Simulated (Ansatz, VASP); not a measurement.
# SnSe in VASP and in Ansatz

```xyz
2
Lattice="-0.0301 2.9949 2.9949 2.9949 -0.0301 2.9949 2.9949 2.9949 -0.0301" Properties=species:S:1:pos:R:3 pbc="T T T"
Sn    0.0000    0.0000    0.0000
Se    2.9799    2.9799    2.9799
```

Change from the starting cell: equal xy, yz and zx shear strains of -1 %.

Alike in both runs: task single point; functional PBE; k mesh 9 × 9 × 9; occupations fermi-dirac, width 0.02 eV; no spin polarisation.

|  | VASP | Ansatz |
| --- | --- | --- |
| version | VASP 6.6.1 | Ansatz 0.2.0 |
| potentials or method | VASP PAW PBE potentials, release 64 (Sn_d, Se), cutoff 520 eV | all-electron LAPW, scalar-relativistic |

```tsv
	VASP	Ansatz	Ansatz less VASP
pressure (GPa)	1.0	1.0	+0.01
traceless stress, the component that is largest in VASP (GPa)	0.18	0.18	0.000
```

Ansatz ran all-electron here, and VASP with PAW potentials.
